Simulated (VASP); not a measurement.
# TiO2 (I4_1/amd) in VASP: notebook

Runs on TiO2. Level: PBE. Tasks: single point.

Everything below comes from runs of VASP 6.6.1. Logs are shortened: lines on timing, memory, paths and dates and some standing lists are left out, and cuts for length are marked.

### 1 The cell of the first run

The structure is tetragonal, space group I4_1/amd (No. 141). The conventional cell has a = 3.750 Å, b = 3.750 Å, c = 9.429 Å, α = 90.00°, β = 90.00°, γ = 90.00°. Ti (site symmetry -4m2) has 6 O at 1.92 to 1.96 Å within 2.5 Å. O (site symmetry 2mm) has 3 Ti at 1.92 to 1.96 Å and 2 O at 2.44 Å within 2.5 Å.

### 2 Single point, PBE

Contents of INCAR:

```
PREC = Accurate ; ENCUT = 520
EDIFF = 1E-6 ; ISMEAR = 0
SIGMA = 0.01 ; LREAL = F
LASPH = T ; NELM = 100
ALGO = Normal ; ISIF = 2
LWAVE = F ; LCHARG = F
GGA = PE ; NBANDS = 33
```

Contents of KPOINTS:

```
Automatic mesh
0
Gamma
  8 8 8
```

Contents of POSCAR:

```
TiO2
1.0
   -1.8751295791      1.8751295791      4.7146313338
    1.8751295791     -1.8751295791      4.7146313338
    1.8751295791      1.8751295791     -4.7146313338
Ti O
2 4
Direct
    0.0000000000      0.0000000000      0.0000000000
    0.7500000000      0.2500000000      0.5000000000
    0.2081000000      0.2081000000      0.0000000000
    0.9581000000      0.4581000000      0.5000000000
    0.5419000000      0.0419000000      0.5000000000
    0.7919000000      0.7919000000      0.0000000000
```

Potentials or basis: VASP PAW PBE potentials, release 64 (Ti_sv, O).

Run with:

```sh
$ cat potpaw_PBE.64/Ti_sv/POTCAR potpaw_PBE.64/O/POTCAR > POTCAR
$ mpirun -np 1 vasp_std > vasp.out
```

OUTCAR:

```text
PREC = Accurate
   ENCUT = 520
   EDIFF = 1E-6
   ISMEAR = 0
   LREAL = F
   LASPH = T
   NELM = 100
   ISIF = 2
   GGA = PE

 ion  position               nearest neighbor table
   1  0.000  0.000  0.000-   5 1.92   4 1.92   5 1.92   4 1.92   3 1.96   6 1.96
   2  0.750  0.250  0.500-   6 1.92   3 1.92   6 1.92   3 1.92   4 1.96   5 1.96
   3  0.208  0.208  0.000-   2 1.92   2 1.92   1 1.96
   4  0.958  0.458  0.500-   1 1.92   1 1.92   2 1.96
   5  0.542  0.042  0.500-   1 1.92   1 1.92   2 1.96
   6  0.792  0.792  0.000-   2 1.92   2 1.92   1 1.96

  LATTYP: Found a body centered tetragonal cell.
 ALAT       =     3.7502591582
 C/A-ratio  =     2.5142962846

  Lattice vectors:

 A1 = (  -1.8751295791,   1.8751295791,   4.7146313338)
 A2 = (   1.8751295791,  -1.8751295791,   4.7146313338)
 A3 = (   1.8751295791,   1.8751295791,  -4.7146313338)

Analysis of symmetry for initial positions (statically):
=====================================================================
 Subroutine PRICEL returns:
 Original cell was already a primitive cell.

 Routine SETGRP: Setting up the symmetry group for a
 body centered tetragonal supercell.

 Subroutine GETGRP returns: Found 16 space group operations
 (whereof  8 operations were pure point group operations)
 out of a pool of 16 trial point group operations.

The static configuration has the point symmetry D_2d.
 The point group associated with its full space group is D_4h.

Analysis of symmetry for dynamics (positions and initial velocities):
=====================================================================
 Subroutine PRICEL returns:
 Original cell was already a primitive cell.

 Routine SETGRP: Setting up the symmetry group for a
 body centered tetragonal supercell.

 Subroutine GETGRP returns: Found 16 space group operations
 (whereof  8 operations were pure point group operations)
 out of a pool of 16 trial point group operations.

The dynamic configuration has the point symmetry D_2d.
 The point group associated with its full space group is D_4h.

 Subroutine INISYM returns: Found 16 space group operations
 (whereof  8 operations are pure point group operations),
 and found     1 'primitive' translations

----------------------------------------------------------------------------------------

                                     Primitive cell

  volume of cell :      66.3087

  direct lattice vectors                    reciprocal lattice vectors
[... 99 lines left out ...]
   IBRION =     -1    ionic relax: 0-MD 1-quasi-New 2-CG
   NFREE  =      0    steps in history (QN), initial steepest desc. (CG)
   ISIF   =      2    stress and relaxation
   ISYM   =      2    0-nonsym 1-usesym 2-fastsym
   POTIM  = 0.5000    time-step for ionic-motion
   TEBEG  =    0.0;   TEEND  =   0.0 temperature during run
   PSTRESS=    0.0 pullay stress
   NELECT =      48.0000    total number of electrons
   NUPDOWN=      -1.0000    fix difference up-down
   EMIN   =  10.00;   EMAX   =-10.00  energy-range for DOS
   EFERMI =   0.00;   METHOD = LEGACY
   ISMEAR =     0;   SIGMA  =   0.01  broadening in eV -4-tet -1-fermi 0-gaus
   EFERMI_NEDOS =   21; number of points for ismear=-14 and -15
   IALGO  =     38    algorithm
   IMIX   =      4    mixing-type and parameters
     AMIX     =   0.40;   BMIX     =  1.00
     AMIX_MAG =   1.60;   BMIX_MAG =  1.00
  volume/ion in A,a.u.               =      11.05        74.58
  Fermi-wavevector in a.u.,A,eV,Ry     =   1.469936  2.777777 29.398276  2.160712
  Thomas-Fermi vector in A             =   2.585253
   LORBIT       =      0    0 simple, 1 ext, 2 COOP (PROOUT), +10 PAW based schemes
   GGA     = PE    functional components
   LHFCALC =     F    Hartree Fock is set to
   AEXX    =    0.0000 exact exchange contribution
   IVDW    =     0    specifies the selected vdW correction
   LEPSILON=     F    determine dielectric tensor
   LRPA    =     F    only Hartree local field effects (RPA)
 non-spin polarized calculation
 Gauss-broadening in eV      SIGMA  =   0.01
  energy-cutoff  :      520.00
  volume of cell :       66.31
 maximum number of plane-waves:      1804
   NGX = 21   NGY = 21   NGZ = 21

 number of electron      47.9999994 magnetization

 Free energy of the ion-electron system (eV)
  ---------------------------------------------------
  ext. energy  EPLUGINS =         0.00000000
  ---------------------------------------------------
  free energy    TOTEN  =       -53.71998625 eV

  energy without entropy =      -53.71998625  energy(sigma->0) =      -53.71998625

 E-fermi :   3.6954     XC(G=0): -10.8755

 val. band max:        3.6090729793   @ k =   0.5000   0.5000   0.0000
 cond. band min:       5.8111160123   @ k =   0.0000   0.0000   0.0000
 fundamental gap:      2.2020430330
 Fermi energy:         3.6954263650

 k-point     1 :       0.0000    0.0000    0.0000
  band No.  band energies     occupation
      1     -52.6360      2.00000
      2     -52.5671      2.00000
      3     -29.1460      2.00000
      4     -28.8785      2.00000
      5     -28.8785      2.00000
      6     -28.7988      2.00000
[... 853 lines left out ...]
     32      10.5612      0.00000
     33      11.1448      0.00000

 [... further k-points ...]

------------------------ aborting loop because EDIFF is reached ----------------------------------------

  FORCE on cell =-STRESS in cart. coord.  units (eV):
  Direction    XX          YY          ZZ          XY          YZ          ZX
  --------------------------------------------------------------------------------------
  -------------------------------------------------------------------------------------
  Total        4.9201056      4.9201056      5.6647971      0.0000000     -0.0000000      0.0000000
  in kB      118.8816169    118.8816169    136.8751611      0.0000000     -0.0000000      0.0000000
  external PRESSURE =     124.8794650 kB  Pullay stress =       0.0000000 kB

 VOLUME and BASIS-vectors are now :
 -----------------------------------------------------------------------------
  energy-cutoff  :      520.00
  volume of cell :       66.31
      direct lattice vectors                 reciprocal lattice vectors
    -1.875129579  1.875129579  4.714631334     0.000000000  0.266648239  0.106052831
     1.875129579 -1.875129579  4.714631334     0.266648239  0.000000000  0.106052831
     1.875129579  1.875129579 -4.714631334     0.266648239  0.266648239  0.000000000

 POSITION                                       TOTAL-FORCE (eV/Angst)
 -----------------------------------------------------------------------------------
      0.00000      0.00000      0.00000         0.000000      0.000000     -0.000000
      0.00000      1.87513      2.35732         0.000000      0.000000     -0.000000
      0.00000      0.00000      1.96223        -0.000000     -0.000000      0.294511
     -0.00000      1.87513      4.31955        -0.000000     -0.000000      0.294511
      0.00000      1.87513      0.39509        -0.000000     -0.000000     -0.294511
      0.00000      0.00000      7.46703        -0.000000     -0.000000     -0.294511
 -----------------------------------------------------------------------------------
    total drift:                                0.000000      0.000000     -0.000000

  FREE ENERGIE OF THE ION-ELECTRON SYSTEM (eV)
  ---------------------------------------------------
  free  energy   TOTEN  =       -53.7199862534 eV

  energy  without entropy=      -53.7199862534  energy(sigma->0) =      -53.71998625
```

Wall time 3 min (1 thread of Intel Xeon Platinum 8124M at 3.00GHz (Skylake/Cascade Lake), shared host); peak memory 0.29 GiB.

Results:

```
Free energy            : -53.7200 eV
Pressure               : 12.5 GPa
Largest force          : 0.295 eV/Å
Band gap on the k mesh : 2.20 eV (least direct gap 2.50 eV)
```

Forces in eV/Å, atoms in the order of the input:
```
Ti   0.000  0.000  0.000
Ti   0.000  0.000  0.000
O    0.000  0.000  0.295
O    0.000  0.000  0.295
O    0.000  0.000 -0.295
O    0.000  0.000 -0.295
```

Caveat: the cell stands under pressure.

### 3 Single point, PBE

This run uses another cell than the first one, of 11.66 Å³/atom.

Contents of INCAR:

```
  PREC = Accurate
  ENCUT = 520
  EDIFF = 1E-6
  ISMEAR = 0
  SIGMA = 0.01
  LREAL = False
  LASPH = True
  NELM = 80
  ALGO = Normal
  ISIF = 2
  LWAVE = False
  LCHARG = False
  GGA = PE
  NBANDS = 33
```

KPOINTS is that of step 2.

POSCAR, as its differences from that of step 2:

```diff
@@ -2,5 +2,5 @@
 1.0
-   -1.8751295791      1.8751295791      4.7146313338
-    1.8751295791     -1.8751295791      4.7146313338
-    1.8751295791      1.8751295791     -4.7146313338
+   -1.9087713436      1.9087713436      4.7992166973
+    1.9087713436     -1.9087713436      4.7992166973
+    1.9087713436      1.9087713436     -4.7992166973
 Ti O
```

Potentials or basis: VASP PAW PBE potentials, release 64 (Ti_sv, O).

Run with:

```sh
$ cat potpaw_PBE.64/Ti_sv/POTCAR potpaw_PBE.64/O/POTCAR > POTCAR
$ mpirun -np 1 vasp_std > vasp.out
```

It took 4 min on 1 thread of Intel Xeon Platinum 8124M at 3.00GHz (Skylake/Cascade Lake), shared host; peak memory 0.31 GiB.

It converged, with:

| Property | Result |
| --- | --- |
| Free energy | -53.8618 eV |
| Pressure | 0.1 GPa |
| Largest force | 0.030 eV/Å |
| Band gap on the k mesh | 2.08 eV (least direct gap 2.38 eV) |

Forces on the atoms (eV/Å):
```
Ti   0.000  0.000  0.000
Ti   0.000  0.000  0.000
O    0.000  0.000 -0.030
O    0.000  0.000 -0.030
O    0.000  0.000  0.030
O    0.000  0.000  0.030
```

Stress tensor (GPa, compression positive):
```
-0.20  0.00  0.00
 0.00 -0.20  0.00
 0.00  0.00  0.80
```

Levels at points of the mesh, in eV from the valence-band top:
```
           k point  band 21  band 22  band 23  band 24  band 25  band 26  band 27  band 28
(0.00, 0.00, 0.00)    -0.75    -0.73    -0.41    -0.41     2.08     2.78     3.87     3.87
(0.50, 0.00, 0.00)    -1.87    -0.88    -0.84    -0.60     3.15     3.45     3.46     3.55
(0.50, 0.50, 0.00)    -1.98    -1.98     0.00     0.00     3.25     3.25     3.71     3.71
(0.50, 0.50, 0.50)    -1.23    -1.23    -0.10    -0.10     2.42     2.42     3.66     3.66
```

A k mesh can miss the band edges.
